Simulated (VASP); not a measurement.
# Sr (I4/mmm) in VASP: further runs

Runs on Sr. Level: LDA. Tasks: single point.

Everything below comes from runs of VASP 6.6.1. Logs are shortened: lines on timing, memory, paths and dates and some standing lists are left out, and cuts for length are marked.

### 1 The cell of the first run

The structure is tetragonal, space group I4/mmm (No. 139). Conventional cell: a = 4.850 Å, b = 4.850 Å, c = 5.396 Å, α = 90.00°, β = 90.00°, γ = 90.00°. Sr (site symmetry 4/mmm) has 14 Sr at 4.36 to 5.40 Å within 5.7 Å.

### 2 Single point, LDA (strain +0.1125 x Voigt [0, 1, 0, 0, 0, 0])

File INCAR:

```
  ALGO = Fast
  EDIFF = 1E-6
  ENCUT = 520
  GGA = CA
  ISIF = 2
  ISMEAR = 0
  LASPH = True
  LCHARG = False
  LREAL = False
  LWAVE = False
  NBANDS = 11
  NELM = 100
  PREC = Accurate
  SIGMA = 0.15
```

File KPOINTS:

```
k-points
0
Gamma
  14 14 14
```

File POSCAR:

```
Sr
1.0
   -2.4250000000      2.6978125000      2.4250000000
    2.4250000000     -2.6978125000      2.4250000000
    2.4250000000      2.6978125000     -2.4250000000
Sr
1
Direct
    0.0000000000      0.0000000000      0.0000000000
```

Potentials or basis: VASP PAW LDA potentials, release 64 (Sr_sv).

On the command line:

```console
> cat potpaw_LDA.64/Sr_sv/POTCAR > POTCAR
> mpirun -np 1 vasp_std > vasp.out
```

OUTCAR:

```text
EDIFF = 1E-6
   ENCUT = 520
   GGA = CA
   ISIF = 2
   ISMEAR = 0
   LASPH = True
   LREAL = False
   NELM = 100
   PREC = Accurate

 ion  position               nearest neighbor table
   1  0.000  0.000  0.000-

  LATTYP: Found a body centered tetragonal cell.
 ALAT       =     4.8500000000
 C/A-ratio  =     1.1125000000

  Lattice vectors:

 A1 = (  -2.4250000000,  -2.6978125000,   2.4250000000)
 A2 = (   2.4250000000,  -2.6978125000,  -2.4250000000)
 A3 = (   2.4250000000,   2.6978125000,   2.4250000000)

Analysis of symmetry for initial positions (statically):
=====================================================================
 Subroutine PRICEL returns:
 Original cell was already a primitive cell.

 Routine SETGRP: Setting up the symmetry group for a
 body centered tetragonal supercell.

 Subroutine GETGRP returns: Found 16 space group operations
 (whereof 16 operations were pure point group operations)
 out of a pool of 16 trial point group operations.

The static configuration has the point symmetry D_4h.

Analysis of symmetry for dynamics (positions and initial velocities):
=====================================================================
 Subroutine PRICEL returns:
 Original cell was already a primitive cell.

 Routine SETGRP: Setting up the symmetry group for a
 body centered tetragonal supercell.

 Subroutine GETGRP returns: Found 16 space group operations
 (whereof 16 operations were pure point group operations)
 out of a pool of 16 trial point group operations.

The dynamic configuration has the point symmetry D_4h.

 Subroutine INISYM returns: Found 16 space group operations
 (whereof 16 operations are pure point group operations),
 and found     1 'primitive' translations

----------------------------------------------------------------------------------------

                                     Primitive cell

  volume of cell :      63.4593

  direct lattice vectors                    reciprocal lattice vectors
    -2.425000000  2.697812500  2.425000000     0.000000000  0.185335341  0.206185567
     2.425000000 -2.697812500  2.425000000     0.206185567  0.000000000  0.206185567
     2.425000000  2.697812500 -2.425000000     0.206185567  0.185335341  0.000000000

  length of vectors
     4.363420938  4.363420938  4.363420938     0.277239385  0.291590425  0.277239385

  position of ions in fractional coordinates (direct lattice)
     0.000000000  0.000000000  0.000000000

  ion indices of the primitive-cell ions
   primitive index   ion index
                 1           1

----------------------------------------------------------------------------------------

 KPOINTS: k-points

Automatic generation of k-mesh.
 Grid dimensions read from file:
 generate k-points for:   14   14   14

 Generating k-lattice:

  Cartesian coordinates                     Fractional coordinates (reciprocal lattice)
     0.000000000  0.013238239  0.014727541     0.071428571  0.000000000  0.000000000
     0.014727541  0.000000000  0.014727541     0.000000000  0.071428571  0.000000000
     0.014727541  0.013238239  0.000000000     0.000000000  0.000000000  0.071428571

  Length of vectors
     0.019802813  0.020827888  0.019802813

  Shift w.r.t. Gamma in fractional coordinates (k-lattice)
     0.000000000  0.000000000  0.000000000

 Subroutine IBZKPT returns following result:
 ===========================================

 Found    244 irreducible k-points:

 Following reciprocal coordinates:
            Coordinates               Weight
  0.000000  0.000000  0.000000      1.000000
  0.071429  0.000000 -0.000000      8.000000
  0.142857  0.000000 -0.000000      8.000000
  0.214286  0.000000 -0.000000      8.000000
  0.285714  0.000000  0.000000      8.000000
  0.357143  0.000000  0.000000      8.000000
[... 16 lines left out ...]
  0.071429  0.142857  0.000000     16.000000
  0.142857  0.142857  0.000000     16.000000
 [... further k-points ...]
   k-points           NKPTS =    244   k-points in BZ     NKDIM =    244   number of bands    NBANDS=     11
   number of dos      NEDOS =    301   number of ions     NIONS =      1
   total plane-waves  NPLWV =  32768
   dimension x,y,z NGX =    32 NGY =   32 NGZ =   32
   dimension x,y,z NGXF=    64 NGYF=   64 NGZF=   64
   ions per type =               1
   NGX,Y,Z   is equivalent  to a cutoff of  12.19, 12.19, 12.19 a.u.
   NGXF,Y,Z  is equivalent  to a cutoff of  24.38, 24.38, 24.38 a.u.
 SYSTEM =  unknown system
   PREC   = accura    normal or accurate (medium, high low for compatibility)
   ISTART =      0    job   : 0-new  1-cont  2-samecut
   ICHARG =      2    charge: 1-file 2-atom 10-const
   ISPIN  =      1    spin polarized calculation?
   LNONCOLLINEAR =      F non collinear calculations
   LSORBIT =      F    spin-orbit coupling
   LASPH  =      T    aspherical Exc in radial PAW
   ENCUT  =  520.0 eV  38.22 Ry    6.18 a.u.   8.11  8.11  8.11*2*pi/ulx,y,z
   NELM   =    100;   NELMIN=  2; NELMDL= -5     # of ELM steps
   EDIFF  = 0.1E-05   stopping-criterion for ELM
   LREAL  =      F    real-space projection
   EDIFFG = 0.1E-04   stopping-criterion for IOM
   NSW    =      0    number of steps for IOM
   IBRION =     -1    ionic relax: 0-MD 1-quasi-New 2-CG
   NFREE  =      0    steps in history (QN), initial steepest desc. (CG)
   ISIF   =      2    stress and relaxation
   ISYM   =      2    0-nonsym 1-usesym 2-fastsym
   POTIM  = 0.5000    time-step for ionic-motion
   TEBEG  =    0.0;   TEEND  =   0.0 temperature during run
   PSTRESS=    0.0 pullay stress
   NELECT =      10.0000    total number of electrons
   NUPDOWN=      -1.0000    fix difference up-down
   EMIN   =  10.00;   EMAX   =-10.00  energy-range for DOS
   EFERMI =   0.00;   METHOD = LEGACY
   ISMEAR =     0;   SIGMA  =   0.15  broadening in eV -4-tet -1-fermi 0-gaus
   EFERMI_NEDOS =   21; number of points for ismear=-14 and -15
   IALGO  =     68    algorithm
   IMIX   =      4    mixing-type and parameters
     AMIX     =   0.40;   BMIX     =  1.00
     AMIX_MAG =   1.60;   BMIX_MAG =  1.00
  volume/ion in A,a.u.               =      63.46       428.24
  Fermi-wavevector in a.u.,A,eV,Ry     =   0.884253  1.670995 10.638435  0.781903
  Thomas-Fermi vector in A             =   2.005128
   LORBIT       =      0    0 simple, 1 ext, 2 COOP (PROOUT), +10 PAW based schemes
   GGA     = CA    functional components
   LHFCALC =     F    Hartree Fock is set to
   AEXX    =    0.0000 exact exchange contribution
   IVDW    =     0    specifies the selected vdW correction
   LEPSILON=     F    determine dielectric tensor
   LRPA    =     F    only Hartree local field effects (RPA)
 non-spin polarized calculation
 RMM-DIIS sequential band-by-band and
 Gauss-broadening in eV      SIGMA  =   0.15
  energy-cutoff  :      520.00
  volume of cell :       63.46
 maximum number of plane-waves:      1730
   NGX = 17   NGY = 17   NGZ = 17

 number of electron      10.0000000 magnetization

 Free energy of the ion-electron system (eV)
  ---------------------------------------------------
  ext. energy  EPLUGINS =         0.00000000
  ---------------------------------------------------
  free energy    TOTEN  =        -1.76087436 eV

  energy without entropy =       -1.74471765  energy(sigma->0) =       -1.75279600

 E-fermi :   0.9824     XC(G=0):  -7.1226

 val. band max:        0.9762296448   @ k =  -0.4286   0.5000   0.2857
 cond. band min:       0.9829936720   @ k =  -0.3571  -0.3571   0.0714
 fundamental gap:      0.0067640272
 Fermi energy:         0.9823829796

 k-point     1 :       0.0000    0.0000    0.0000
  band No.  band energies     occupation
      1     -35.7899      2.00000
      2     -17.7899      2.00000
      3     -17.7899      2.00000
      4     -17.7848      2.00000
      5      -2.4697      2.00000
      6       2.9234      0.00000
      7       2.9234      0.00000
      8       3.4077      0.00000
      9       3.8521      0.00000
     10       4.5045      0.00000
     11       8.1364      0.00000

 k-point     2 :       0.0714    0.0000   -0.0000
  band No.  band energies     occupation
      1     -35.7896      2.00000
      2     -17.7945      2.00000
      3     -17.7917      2.00000
      4     -17.7863      2.00000
      5      -2.3953      2.00000
      6       2.8846      0.00000
      7       2.9351      0.00000
      8       3.4074      0.00000
      9       3.7990      0.00000
     10       4.4610      0.00000
     11       8.3007      0.00000

 k-point     3 :       0.1429    0.0000   -0.0000
  band No.  band energies     occupation
      1     -35.7885      2.00000
      2     -17.8110      2.00000
      3     -17.7968      2.00000
      4     -17.7869      2.00000
      5      -2.1763      2.00000
      6       2.7185      0.00000
      7       2.8955      0.00000
      8       3.5010      0.00000
      9       3.7292      0.00000
     10       4.3806      0.00000
     11       8.6330      0.00000

 k-point     4 :       0.2143    0.0000   -0.0000
  band No.  band energies     occupation
      1     -35.7870      2.00000
      2     -17.8355      2.00000
      3     -17.8041      2.00000
      4     -17.7870      2.00000
      5      -1.8257      2.00000
      6       2.3973      0.00000
      7       2.7528      0.00000
      8       3.7472      0.00000
      9       3.7820      0.00000
     10       4.3338      0.00000
     11       7.8422      0.00000
[... 239 lines left out ...]
 k-point    22 :       0.0000    0.1429    0.0000
  band No.  band energies     occupation
      1     -35.7884      2.00000
      2     -17.8124      2.00000
      3     -17.7938      2.00000
      4     -17.7914      2.00000
      5      -2.1446      2.00000
      6       2.6316      0.00000
      7       3.1106      0.00000
      8       3.2025      0.00000
      9       3.9210      0.00000
     10       4.3026      0.00000
     11       8.8642      0.00000

 k-point    23 :       0.0714    0.1429    0.0000
  band No.  band energies     occupation
      1     -35.7874      2.00000
      2     -17.8271      2.00000
      3     -17.7978      2.00000
      4     -17.7938      2.00000
      5      -1.9166      2.00000
      6       2.4775      0.00000
      7       2.8521      0.00000
      8       3.4471      0.00000
      9       3.8942      0.00000
     10       4.3470      0.00000
     11       8.6659      0.00000

 k-point    24 :       0.1429    0.1429    0.0000
  band No.  band energies     occupation
      1     -35.7860      2.00000
      2     -17.8472      2.00000
      3     -17.8047      2.00000
      4     -17.7959      2.00000
      5      -1.5613      2.00000
      6       2.2432      0.00000
      7       2.5851      0.00000
      8       3.7159      0.00000
      9       3.9039      0.00000
     10       4.4793      0.00000
     11       7.7723      0.00000

 [... further k-points ...]
[... 5 lines left out ...]
  --------------------------------------------------------------------------------------
  -------------------------------------------------------------------------------------
  Total       -0.9491892     -0.8991030     -0.9491892      0.0000000      0.0000000      0.0000000
  in kB      -23.9644874    -22.6999452    -23.9644874      0.0000000      0.0000000      0.0000000
  external PRESSURE =     -23.5429734 kB  Pullay stress =       0.0000000 kB

 VOLUME and BASIS-vectors are now :
 -----------------------------------------------------------------------------
  energy-cutoff  :      520.00
  volume of cell :       63.46
      direct lattice vectors                 reciprocal lattice vectors
    -2.425000000  2.697812500  2.425000000     0.000000000  0.185335341  0.206185567
     2.425000000 -2.697812500  2.425000000     0.206185567  0.000000000  0.206185567
     2.425000000  2.697812500 -2.425000000     0.206185567  0.185335341  0.000000000

 POSITION                                       TOTAL-FORCE (eV/Angst)
 -----------------------------------------------------------------------------------
      0.00000      0.00000      0.00000         0.000000      0.000000      0.000000
 -----------------------------------------------------------------------------------
    total drift:                               -0.000000      0.000000     -0.000000

  FREE ENERGIE OF THE ION-ELECTRON SYSTEM (eV)
  ---------------------------------------------------
  free  energy   TOTEN  =        -1.7608743567 eV

  energy  without entropy=       -1.7447176509  energy(sigma->0) =       -1.75279600
```

Run time: 39 s. Hardware: 1 thread of Intel Xeon 6975P-C (Granite Rapids), shared host; peak memory 0.28 GiB.

Results:

- Free energy: -1.7609 eV
- Pressure: -2.4 GPa
- Band gap on the k mesh: zero (band 5 reaches 1.16 eV, above the bottom of band 6 at 1.00 eV)

Caveat: the cell differs from its parent crystal (strain +0.1125 x Voigt [0, 1, 0, 0, 0, 0]).

### 3 Single point, LDA (strain +0.1312 x Voigt [0, 1, 0, 0, 0, 0])

File INCAR:

```
  PREC = Accurate
  ENCUT = 520
  EDIFF = 1E-7
  ISMEAR = 0
  SIGMA = 0.15
  LREAL = False
  LASPH = True
  NELM = 80
  ALGO = Fast
  ISIF = 2
  LWAVE = False
  LCHARG = False
  NBANDS = 11
```

File KPOINTS:

```
Automatic mesh
0
Gamma
  14 14 14
```

File POSCAR:

```
Sr
1.0
   -2.4250000000      2.7431600000      2.4250000000
    2.4250000000     -2.7431600000      2.4250000000
    2.4250000000      2.7431600000     -2.4250000000
Sr
1
Direct
    0.0000000000      0.0000000000      0.0000000000
```

Potentials or basis: VASP PAW LDA potentials, release 64 (Sr_sv).

On the command line:

```console
> cat potpaw_LDA.64/Sr_sv/POTCAR > POTCAR
> mpirun -np 1 vasp_std > vasp.out
```

It took 72 s on 1 thread of Intel Xeon 6975P-C (Granite Rapids), shared host; peak memory 0.3 GiB.

It converged, with:

```
Free energy            : -1.7457 eV
Pressure               : -2.4 GPa
Band gap on the k mesh : zero (band 5 reaches 1.10 eV, above the bottom of band 6 at 0.94 eV)
```

Stress tensor (GPa, compression positive):
```
-2.47  0.00  0.00
 0.00 -2.31  0.00
 0.00  0.00 -2.47
```

Levels at points of the mesh, in eV from the Fermi level:
```csv
k point,band 3,band 4,band 5,band 6,band 7,band 8
"(0.00, 0.00, 0.00)",-18.81,-18.80,-3.42,1.92,1.92,2.46
"(0.50, 0.00, 0.00)",-18.84,-18.80,-1.05,0.02,1.35,2.61
"(0.00, 0.50, 0.00)",-18.85,-18.81,-0.80,0.31,0.73,3.39
"(0.50, 0.50, 0.50)",-18.88,-18.88,-0.12,0.13,2.10,3.55
```

Caveat: the cell differs from its parent crystal (strain +0.1312 x Voigt [0, 1, 0, 0, 0, 0]).

### 4 Single point, LDA (strain +0.1500 x Voigt [0, 1, 0, 0, 0, 0])

File INCAR:

```
SYSTEM = Sr
PREC     = Accurate       ! precision mode
ENCUT    = 520            ! plane-wave cutoff, eV
EDIFF    = 1E-6           ! SCF threshold, eV
ISMEAR   = 0              ! smearing method
SIGMA    = 0.15           ! smearing width, eV
LREAL    = .FALSE.        ! projectors in reciprocal space
LASPH    = .TRUE.         ! aspherical terms in the spheres
NELM     = 100            ! most SCF steps
ALGO     = Fast           ! electronic algorithm
ISIF     = 2              ! what is computed and relaxed
LWAVE    = .FALSE.        ! write WAVECAR
LCHARG   = .FALSE.        ! write CHGCAR
GGA      = CA             ! functional
NBANDS   = 11             ! bands
```

File KPOINTS:

```
regular mesh
0
G
  14 14 14
  0 0 0
```

File POSCAR:

```
Sr
1.0
   -2.4250000000      2.7887500000      2.4250000000
    2.4250000000     -2.7887500000      2.4250000000
    2.4250000000      2.7887500000     -2.4250000000
Sr
1
Direct
    0.0000000000      0.0000000000      0.0000000000
```

On the command line:

```console
> cat potpaw_LDA.64/Sr_sv/POTCAR > POTCAR
> mpirun -np 1 vasp_std > vasp.out
```

It took 68 s on 1 thread of Intel Xeon 6975P-C (Granite Rapids), shared host; peak memory 0.3 GiB.

It converged, with:

```yaml
Free_energy: -1.7301 eV
Pressure: -2.5 GPa
Band_gap_on_the_k_mesh: zero (band 5 reaches 1.05 eV, above the bottom of band 6 at 0.88 eV)
```

Stress tensor (GPa, compression positive):
```
-2.54  0.00  0.00
 0.00 -2.35  0.00
 0.00  0.00 -2.54
```

Levels at points of the mesh, in eV from the Fermi level:
| k point | band 2 | band 3 | band 4 | band 5 | band 6 | band 7 | band 8 | band 9 |
| --- | --- | --- | --- | --- | --- | --- | --- | --- |
| (0.00, 0.00, 0.00) | -18.84 | -18.84 | -18.83 | -3.39 | 1.90 | 1.90 | 2.49 | 2.70 |
| (0.50, 0.00, 0.00) | -18.94 | -18.87 | -18.84 | -1.05 | 0.00 | 1.38 | 2.53 | 3.63 |
| (0.00, 0.50, 0.00) | -18.94 | -18.88 | -18.85 | -0.77 | 0.33 | 0.69 | 3.39 | 3.81 |
| (0.50, 0.50, 0.50) | -18.93 | -18.90 | -18.90 | -0.13 | 0.17 | 1.95 | 3.57 | 3.57 |

Caveat: the cell differs from its parent crystal (strain +0.1500 x Voigt [0, 1, 0, 0, 0, 0]).

### 5 Overview

```tsv
cell	further INCAR settings	gap on the mesh (eV)	pressure (GPa)
a = 4.363 Å, angles 112.5, 103.6, 112.5°, 1 atom	ALGO = Fast; EDIFF = 1e-06; NBANDS = 11	none	-2.4
a = 4.392 Å, angles 113.0, 102.7, 113.0°, 1 atom	ALGO = Fast; EDIFF = 1e-07; NBANDS = 11	none	-2.4
a = 4.420 Å, angles 113.5, 101.8, 113.5°, 1 atom	ALGO = Fast; EDIFF = 1e-06; NBANDS = 11	none	-2.5
```

Alike in all rows: task single point; level LDA; potentials or basis VASP PAW LDA potentials, release 64 (Sr_sv); no spin polarisation; k mesh 14 × 14 × 14; cutoff (eV) 520; smearing gaussian 0.15 eV.

Absolute energies hang on the potentials; compare differences alone.
